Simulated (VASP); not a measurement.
# InSb (P-6m2) in VASP: notebook, part 3 of 3

VASP 6.6.1.

### 4 Relaxation of cell and atoms, PBE

Contents of INCAR:

```
SYSTEM = InSb
PREC = Accurate
ENCUT = 600
EDIFF = 1E-6
ISMEAR = 0
SIGMA = 0.1
LREAL = .FALSE.
LASPH = .TRUE.
NELM = 100
ALGO = Normal
ISIF = 3
LWAVE = .FALSE.
LCHARG = .FALSE.
GGA = PE
IBRION = 2
NSW = 90
EDIFFG = -0.04
```

Contents of KPOINTS:

```
Automatic mesh
0
G
  6 6 6
  0 0 0
```

Contents of POSCAR:

```
InSb
1.0
    3.7623319600      0.0000000000      0.0000000000
   -1.8811659800      3.2582750600      0.0000000000
    0.0000000000      0.0000000000      3.6718496600
In Sb
1 1
Direct
    0.6666666700      0.3333333300      0.5000000000
    0.0000000000      0.0000000000      0.0000000000
```

Potentials or basis: VASP PAW PBE potentials, release 64 (In_d, Sb).

Run with:

```bash
> cat potpaw_PBE.64/In_d/POTCAR potpaw_PBE.64/Sb/POTCAR > POTCAR
> mpirun -np 1 vasp_std > vasp.out
```

OUTCAR:

```text
SYSTEM = InSb
   PREC = Accurate
   ENCUT = 600
   EDIFF = 1E-6
   ISMEAR = 0
   LREAL = .FALSE.
   LASPH = .TRUE.
   NELM = 100
   ISIF = 3
   GGA = PE
   IBRION = 2
   NSW = 90
   EDIFFG = -0.04

 ion  position               nearest neighbor table
   1  0.667  0.333  0.500-   2 2.84   2 2.84   2 2.84   2 2.84   2 2.84   2 2.84
   2  0.000  0.000  0.000-   1 2.84   1 2.84   1 2.84   1 2.84   1 2.84   1 2.84

  LATTYP: Found a hexagonal cell.
 ALAT       =     3.7623319600
 C/A-ratio  =     0.9759504741

  Lattice vectors:

 A1 = (   3.7623319600,   0.0000000000,   0.0000000000)
 A2 = (  -1.8811659800,   3.2582750600,   0.0000000000)
 A3 = (   0.0000000000,   0.0000000000,   3.6718496600)

Analysis of symmetry for initial positions (statically):
=====================================================================
 Subroutine PRICEL returns:
 Original cell was already a primitive cell.

 Routine SETGRP: Setting up the symmetry group for a
 hexagonal supercell.

 Subroutine GETGRP returns: Found 12 space group operations
 (whereof 12 operations were pure point group operations)
 out of a pool of 24 trial point group operations.

The static configuration has the point symmetry D_3h.

Analysis of symmetry for dynamics (positions and initial velocities):
=====================================================================
 Subroutine PRICEL returns:
 Original cell was already a primitive cell.

 Routine SETGRP: Setting up the symmetry group for a
 hexagonal supercell.

 Subroutine GETGRP returns: Found 12 space group operations
 (whereof 12 operations were pure point group operations)
 out of a pool of 24 trial point group operations.

The dynamic configuration has the point symmetry D_3h.

 Subroutine INISYM returns: Found 12 space group operations
 (whereof 12 operations are pure point group operations),
 and found     1 'primitive' translations

----------------------------------------------------------------------------------------

                                     Primitive cell

  volume of cell :      45.0121

  direct lattice vectors                    reciprocal lattice vectors
     3.762331960  0.000000000  0.000000000     0.265792602  0.153455430  0.000000000
    -1.881165980  3.258275060  0.000000000     0.000000000  0.306910860  0.000000000
     0.000000000  0.000000000  3.671849660     0.000000000  0.000000000  0.272342305

  length of vectors
     3.762331960  3.762331964  3.671849660     0.306910860  0.306910860  0.272342305

  position of ions in fractional coordinates (direct lattice)
     0.666666670  0.333333330  0.500000000
     0.000000000  0.000000000  0.000000000

  ion indices of the primitive-cell ions
   primitive index   ion index
                 1           1
                 2           2

----------------------------------------------------------------------------------------

 KPOINTS: Automatic mesh

Automatic generation of k-mesh.
 Grid dimensions read from file:
 generate k-points for:    6    6    6

 Generating k-lattice:

  Cartesian coordinates                     Fractional coordinates (reciprocal lattice)
     0.044298767  0.025575905  0.000000000     0.166666667  0.000000000  0.000000000
     0.000000000  0.051151810  0.000000000     0.000000000  0.166666667  0.000000000
     0.000000000  0.000000000  0.045390384     0.000000000  0.000000000  0.166666667

  Length of vectors
     0.051151810  0.051151810  0.045390384

  Shift w.r.t. Gamma in fractional coordinates (k-lattice)
     0.000000000  0.000000000  0.000000000

 Subroutine IBZKPT returns following result:
 ===========================================

 Found     28 irreducible k-points:

 Following reciprocal coordinates:
            Coordinates               Weight
  0.000000  0.000000  0.000000      1.000000
  0.166667  0.000000  0.000000      6.000000
  0.333333  0.000000  0.000000      6.000000
  0.500000  0.000000  0.000000      3.000000
  0.166667  0.166667  0.000000      6.000000
  0.333333  0.166667  0.000000     12.000000
[... 16 lines left out ...]
  0.166667  0.000000  0.500000      6.000000
  0.333333  0.000000  0.500000      6.000000
 [... further k-points ...]
   k-points           NKPTS =     28   k-points in BZ     NKDIM =     28   number of bands    NBANDS=     13
   number of dos      NEDOS =    301   number of ions     NIONS =      2
   total plane-waves  NPLWV =  27000
   dimension x,y,z NGX =    30 NGY =   30 NGZ =   30
   dimension x,y,z NGXF=    60 NGYF=   60 NGZF=   60
   ions per type =               1   1
   NGX,Y,Z   is equivalent  to a cutoff of  13.26, 13.26, 13.58 a.u.
   NGXF,Y,Z  is equivalent  to a cutoff of  26.51, 26.51, 27.17 a.u.
 SYSTEM =  InSb
   PREC   = accura    normal or accurate (medium, high low for compatibility)
   ISTART =      0    job   : 0-new  1-cont  2-samecut
   ICHARG =      2    charge: 1-file 2-atom 10-const
   ISPIN  =      1    spin polarized calculation?
   LNONCOLLINEAR =      F non collinear calculations
   LSORBIT =      F    spin-orbit coupling
   LASPH  =      T    aspherical Exc in radial PAW
   ENCUT  =  600.0 eV  44.10 Ry    6.64 a.u.   7.51  7.51  7.33*2*pi/ulx,y,z
   NELM   =    100;   NELMIN=  2; NELMDL= -5     # of ELM steps
   EDIFF  = 0.1E-05   stopping-criterion for ELM
   LREAL  =      F    real-space projection
   EDIFFG = -.4E-01   stopping-criterion for IOM
   NSW    =     90    number of steps for IOM
   IBRION =      2    ionic relax: 0-MD 1-quasi-New 2-CG
   NFREE  =      1    steps in history (QN), initial steepest desc. (CG)
   ISIF   =      3    stress and relaxation
   ISYM   =      2    0-nonsym 1-usesym 2-fastsym
   POTIM  = 0.5000    time-step for ionic-motion
   TEBEG  =    0.0;   TEEND  =   0.0 temperature during run
   PSTRESS=    0.0 pullay stress
   NELECT =      18.0000    total number of electrons
   NUPDOWN=      -1.0000    fix difference up-down
   EMIN   =  10.00;   EMAX   =-10.00  energy-range for DOS
   EFERMI =   0.00;   METHOD = LEGACY
   ISMEAR =     0;   SIGMA  =   0.10  broadening in eV -4-tet -1-fermi 0-gaus
   EFERMI_NEDOS =   21; number of points for ismear=-14 and -15
   IALGO  =     38    algorithm
   IMIX   =      4    mixing-type and parameters
     AMIX     =   0.40;   BMIX     =  1.00
     AMIX_MAG =   1.60;   BMIX_MAG =  1.00
  volume/ion in A,a.u.               =      22.51       151.88
  Fermi-wavevector in a.u.,A,eV,Ry     =   1.206116  2.279229 19.792611  1.454716
  Thomas-Fermi vector in A             =   2.341793
   LORBIT       =      0    0 simple, 1 ext, 2 COOP (PROOUT), +10 PAW based schemes
   GGA     = PE    functional components
   LHFCALC =     F    Hartree Fock is set to
   AEXX    =    0.0000 exact exchange contribution
   IVDW    =     0    specifies the selected vdW correction
   LEPSILON=     F    determine dielectric tensor
   LRPA    =     F    only Hartree local field effects (RPA)
 conjugate gradient relaxation of ions
 non-spin polarized calculation
 Gauss-broadening in eV      SIGMA  =   0.10
  energy-cutoff  :      600.00
  volume of cell :       45.01
 maximum number of plane-waves:      1535
   NGX = 15   NGY = 15   NGZ = 15

--------------------------------------- Ionic step        1  -------------------------------------------

 number of electron      17.9999994 magnetization

 Free energy of the ion-electron system (eV)
  ---------------------------------------------------
  ext. energy  EPLUGINS =         0.00000000
  ---------------------------------------------------
  free energy    TOTEN  =        -5.80015623 eV

  energy without entropy =       -5.79337707  energy(sigma->0) =       -5.79676665

 E-fermi :   9.9744     XC(G=0): -10.8946

 val. band max:        9.9185113242   @ k =   0.1667   0.0000   0.1667
 cond. band min:      10.0559278015   @ k =   0.3333   0.0000   0.3333
 fundamental gap:      0.1374164772
 Fermi energy:         9.9743628154

 k-point     1 :       0.0000    0.0000    0.0000
  band No.  band energies     occupation
      1      -4.9517      2.00000
      2      -4.8789      2.00000
      3      -4.8789      2.00000
      4      -4.7891      2.00000
      5      -4.7891      2.00000
      6      -2.9554      2.00000
      7       8.2470      2.00000
      8      10.2075      0.00098
      9      10.5020      0.00000
     10      10.5020      0.00000
     11      14.3829      0.00000
     12      14.6148      0.00000
     13      14.6148      0.00000
[... 469 lines left out ...]
  FREE ENERGIE OF THE ION-ELECTRON SYSTEM (eV)
  ---------------------------------------------------
  free  energy   TOTEN  =        -6.5535796708 eV

  energy  without entropy=       -6.5442878389  energy(sigma->0) =       -6.54893375

[... ionic steps 4 to 10 ...]

--------------------------------------- Ionic step       11  -------------------------------------------

 number of electron      17.9999991 magnetization

------------------------ aborting loop because EDIFF is reached ----------------------------------------
[... 67 lines left out ...]
--------------------------------------- Ionic step       13  -------------------------------------------

 number of electron      17.9999994 magnetization

 Free energy of the ion-electron system (eV)
  ---------------------------------------------------
  ext. energy  EPLUGINS =         0.00000000
  ---------------------------------------------------
  free energy    TOTEN  =        -6.59628865 eV

  energy without entropy =       -6.59062304  energy(sigma->0) =       -6.59345585

 E-fermi :   6.4260     XC(G=0):  -9.5612

 val. band max:        6.2503701627   @ k =   0.1667   0.0000   0.0000
 cond. band min:       6.4415910431   @ k =   0.3333   0.0000   0.3333
 fundamental gap:      0.1912208805
 Fermi energy:         6.4260392796

 k-point     1 :       0.0000    0.0000    0.0000
  band No.  band energies     occupation
      1      -8.0339      2.00000
      2      -8.0089      2.00000
      3      -8.0089      2.00000
      4      -7.9642      2.00000
      5      -7.9642      2.00000
      6      -4.5358      2.00000
      7       5.1118      2.00000
      8       5.9599      2.00000
      9       6.2206      1.99633
     10       6.2206      1.99633
     11      10.1598      0.00000
     12      10.1598      0.00000
     13      10.8505      0.00000
[... 397 lines left out ...]
  FREE ENERGIE OF THE ION-ELECTRON SYSTEM (eV)
  ---------------------------------------------------
  free  energy   TOTEN  =        -6.5962886501 eV

  energy  without entropy=       -6.5906230418  energy(sigma->0) =       -6.59345585

 reached required accuracy - stopping structural energy minimisation
```

OSZICAR:

```text
N       E                     dE             d eps       ncg     rms          rms(c)
DAV:   1     0.116852489853E+03    0.11685E+03   -0.93488E+03   728   0.180E+03
DAV:   2     0.102755282399E+01   -0.11582E+03   -0.11288E+03   768   0.362E+02
DAV:   3    -0.572381005560E+01   -0.67514E+01   -0.66708E+01   888   0.854E+01
[... 114 lines left out ...]
DAV:   3    -0.659630928146E+01    0.93872E-03   -0.29512E-03   963   0.105E+00    0.761E-02
DAV:   4    -0.659629158755E+01    0.17694E-04   -0.90748E-05   743   0.937E-02    0.470E-02
DAV:   5    -0.659628667577E+01    0.49118E-05   -0.13521E-05   949   0.403E-02    0.185E-02
DAV:   6    -0.659628891334E+01   -0.22376E-05   -0.32077E-06   825   0.197E-02    0.346E-03
DAV:   7    -0.659628865010E+01    0.26325E-06   -0.16243E-07   369   0.636E-03
  13 F= -.65962887E+01 E0= -.65934558E+01  d E =-.218980E-03
```

CONTCAR:

```text
InSb
   1.00000000000000
     4.2427894102496744   -0.0000000000000000    0.0000000000000001
    -2.1213947051248372    3.6743634194149948   -0.0000000000000000
     0.0000000000000000   -0.0000000000000002    3.8271520455612493
  In              Sb
     1     1
Direct
     0.6666666699999979    0.3333333300000021    0.5000000000000000
     0.0000000000000000    0.0000000000000000    0.0000000000000000

  0.00000000E+00  0.00000000E+00  0.00000000E+00
  0.00000000E+00  0.00000000E+00  0.00000000E+00
```

Run time: 2.2 min. Hardware: 1 thread of Intel Xeon Platinum 8488C (Sapphire Rapids), shared host; peak memory 0.18 GiB.

Results:

| Item | Value |
| --- | --- |
| Free energy | -6.5963 eV |
| Relaxed volume | 29.83 Å³/atom |
| Relaxed cell | a = 4.243 Å, b = 4.243 Å, c = 3.827 Å, α = 90.00°, β = 90.00°, γ = 120.00° |
| Space group after relaxing (to 0.1 Å) | P-6m2 (No. 187) |
| Energy gained by relaxing | 398.1 meV/atom |
| Ionic steps | 13 |
| Pressure after relaxing | 0.0 GPa |
| Band gap on the k mesh | zero (bands 9 and 10 overlap by 2.95 eV) |

Stress tensor (GPa, compression positive):
```
-0.01  0.00  0.00
 0.00 -0.01  0.00
 0.00  0.00  0.07
```

Step by step:
```csv
step,energy change (eV),largest force (eV/Å),pressure (GPa),volume (Å³)
1,0.0000,0.0000,23.07,45.01
2,-0.5413,0.0000,-5.03,69.59
3,-0.7534,0.0000,0.08,58.40
4,-0.7533,0.0000,-0.15,58.70
5,-0.7613,0.0000,-0.13,58.84
6,-0.7907,0.0000,0.05,59.21
7,-0.7724,0.0000,1.12,59.67
8,-0.7948,0.0000,0.34,59.42
9,-0.7957,0.0000,0.27,59.37
10,-0.7958,0.0000,0.20,59.33
11,-0.7959,0.0000,0.24,59.35
12,-0.7959,0.0000,-0.21,60.04
13,-0.7961,0.0000,0.01,59.66
```

Final structure:
```cif
data_structure
_symmetry_space_group_name_H-M 'P 1'
_symmetry_Int_Tables_number 1
_cell_length_a 4.2428
_cell_length_b 4.2428
_cell_length_c 3.8272
_cell_angle_alpha 90.000
_cell_angle_beta 90.000
_cell_angle_gamma 120.000
_cell_volume 59.66
loop_
_atom_site_label
_atom_site_type_symbol
_atom_site_fract_x
_atom_site_fract_y
_atom_site_fract_z
_atom_site_occupancy
In1 In 0.66667 0.33333 0.50000 1
Sb1 Sb 0.00000 0.00000 0.00000 1
```

Caveat: the volume moved by over 15 % at a fixed basis, so the end points are rough; spin-orbit coupling is left out, which moves the levels of the heavy elements.

### 5 Single point, PBE

This run uses another cell than the first one, of 30.17 Å³/atom.

Contents of INCAR:

```
SYSTEM = InSb
  PREC = Accurate
  ENCUT = 520
  EDIFF = 1E-7
  ISMEAR = 0
  SIGMA = 0.1
  LREAL = .False.
  LASPH = .True.
  NELM = 80
  ALGO = Normal
  ISIF = 2
  LWAVE = .False.
  LCHARG = .True.
  GGA = PE
  LELF = .True.
  LVHAR = .True.
  NBANDS = 16
```

Contents of KPOINTS:

```
regular mesh
0
Gamma
  18 18 14
  0 0 0
```

Contents of POSCAR:

```
InSb
1.0
    4.2967818805      0.0000000000      0.0000000000
   -2.1483909403      3.7211222631      0.0000000000
    0.0000000000      0.0000000000      3.7733620306
In Sb
1 1
Direct
    0.6666666667      0.3333333333      0.5000000000
    0.0000000000      0.0000000000      0.0000000000
```

Run with:

```bash
> cat potpaw_PBE.64/In_d/POTCAR potpaw_PBE.64/Sb/POTCAR > POTCAR
> mpirun -np 1 vasp_std > vasp.out
```

Wall time 1.8 min (1 thread of Intel Xeon Platinum 8488C (Sapphire Rapids), shared host); peak memory 0.41 GiB.

It converged, with:

```yaml
Free_energy: -6.5525 eV
Pressure: 0.0 GPa
Band_gap_on_the_k_mesh: zero (bands 9 and 10 overlap by 3.35 eV)
```

Levels at points of the mesh, in eV from the Fermi level:
| k point | band 5 | band 6 | band 7 | band 8 | band 9 | band 10 | band 11 | band 12 | band 13 | band 14 |
| --- | --- | --- | --- | --- | --- | --- | --- | --- | --- | --- |
| (0.00, 0.00, 0.00) | -14.38 | -10.90 | -1.37 | -0.35 | -0.35 | -0.16 | 3.59 | 3.59 | 4.55 | 6.31 |
| (0.50, 0.00, 0.00) | -14.38 | -9.47 | -6.22 | -1.85 | 0.32 | 1.36 | 4.82 | 4.86 | 5.52 | 7.59 |
| (0.00, 0.00, 0.50) | -14.34 | -9.24 | -6.59 | 1.01 | 1.01 | 2.76 | 3.04 | 3.97 | 3.97 | 7.29 |
| (0.50, 0.00, 0.50) | -14.31 | -8.07 | -4.54 | -3.42 | -2.91 | 0.25 | 2.42 | 3.30 | 3.86 | 10.78 |

Caveat: spin-orbit coupling is left out, which moves the levels of the heavy elements.

### 6 Relaxation of cell and atoms, PBE

This run uses another cell than the first one, of 29.72 Å³/atom.

Contents of INCAR:

```
SYSTEM = InSb
ALGO = Normal ; EDIFF = 1E-7
EDIFFG = -0.01 ; ENCUT = 600
GGA = PE ; IBRION = 2
ISIF = 3 ; ISMEAR = 0
LASPH = .TRUE. ; LCHARG = .FALSE.
LREAL = .FALSE. ; LWAVE = .FALSE.
NELM = 60 ; NSW = 100
PREC = Accurate ; SIGMA = 0.1
```

Contents of KPOINTS:

```
k-points
0
G
  18 18 14
  0 0 0
```

Contents of POSCAR:

```
InSb
1.0
    4.2341057048      0.0000000000      0.0000000000
   -2.1170528524      3.6668431027      0.0000000000
    0.0000000000      0.0000000000      3.8289171630
In Sb
1 1
Direct
    0.6666666667      0.3333333333      0.5000000000
    0.0000000000      0.0000000000      0.0000000000
```

Potentials or basis: VASP PAW PBE potentials, release 64 (In_d, Sb).

Run with:

```bash
> cat potpaw_PBE.64/In_d/POTCAR potpaw_PBE.64/Sb/POTCAR > POTCAR
> mpirun -np 1 vasp_std > vasp.out
```

Wall time 10 min (1 thread of Intel Xeon Platinum 8488C (Sapphire Rapids), shared host); peak memory 0.47 GiB.

It converged, with:

- Free energy: -6.5524 eV
- Relaxed volume: 30.09 Å³/atom
- Relaxed cell: a = 4.284 Å, b = 4.284 Å, c = 3.786 Å, α = 90.00°, β = 90.00°, γ = 120.00°
- Space group after relaxing (to 0.1 Å): P-6m2 (No. 187)
- Energy gained by relaxing: 0.7 meV/atom
- Ionic steps: 6
- Pressure after relaxing: 0.0 GPa
- Band gap on the k mesh: zero (bands 9 and 10 overlap by 3.32 eV)

Step by step:
| step | energy change (eV) | largest force (eV/Å) | pressure (GPa) | volume (Å³) |
| --- | --- | --- | --- | --- |
| 1 | 0.0000 | 0.0000 | 0.31 | 59.45 |
| 2 | -0.0004 | 0.0000 | -0.05 | 59.94 |
| 3 | -0.0004 | 0.0000 | -0.02 | 59.90 |
| 4 | -0.0006 | 0.0000 | -0.02 | 59.93 |
| 5 | -0.0009 | 0.0000 | -0.01 | 60.01 |
| 6 | -0.0013 | 0.0000 | 0.02 | 60.18 |

Final structure:
```
CELL_PARAMETERS angstrom
4.28409 0.00000 0.00000
-2.14204 3.71013 0.00000
0.00000 0.00000 3.78610
ATOMIC_POSITIONS crystal
In 0.66667 0.33333 0.50000
Sb 0.00000 0.00000 0.00000
```

Levels at points of the mesh, in eV from the Fermi level:
```tsv
k point	band 7	band 8	band 9	band 10	band 11	band 12
(0.00, 0.00, 0.00)	-1.35	-0.31	-0.31	-0.23	3.63	3.63
(0.50, 0.00, 0.00)	-6.22	-1.82	0.34	1.31	4.77	4.80
(0.00, 0.00, 0.50)	-6.61	1.04	1.04	2.82	3.10	4.00
(0.50, 0.00, 0.50)	-4.55	-3.44	-2.91	0.26	2.44	3.32
```

Caveat: spin-orbit coupling is left out, which moves the levels of the heavy elements.

### 7 Summary

| task | cell | k mesh | cutoff (eV) | gap on the mesh (eV) | pressure (GPa) | relaxed volume (Å³/atom) |
| --- | --- | --- | --- | --- | --- | --- |
| single point | a = 3.762, b = 3.762, c = 3.672 Å, angles 90.0, 90.0, 120.0°, 2 atoms | 6 × 6 × 6 | 520 | none | 23.1 | - |
| single point | a = 4.234, b = 4.234, c = 3.829 Å, angles 90.0, 90.0, 120.0°, 2 atoms | 6 × 6 × 6 | 520 | none | 0.1 | - |
| relaxation of cell and atoms | relaxed from a = 3.762, b = 3.762, c = 3.672 Å, angles 90.0, 90.0, 120.0°, 2 atoms | 6 × 6 × 6 | 600 | none | 0.0 | 29.83 |
| single point | a = 4.297, b = 4.297, c = 3.773 Å, angles 90.0, 90.0, 120.0°, 2 atoms | 18 × 18 × 14 | 520 | none | 0.0 | - |
| relaxation of cell and atoms | relaxed from a = 4.234, b = 4.234, c = 3.829 Å, angles 90.0, 90.0, 120.0°, 2 atoms | 18 × 18 × 14 | 600 | none | 0.0 | 30.09 |

Alike in all rows: level PBE; potentials or basis VASP PAW PBE potentials, release 64 (In_d, Sb); no spin polarisation; smearing gaussian 0.1 eV.

Caveats: spin-orbit coupling is left out, which moves the levels of the heavy elements; the cell stands under pressure (at least some runs); the volume moved by over 15 % at a fixed basis, so the end points are rough (at least some runs).

Absolute energies hang on the potentials; compare differences alone.
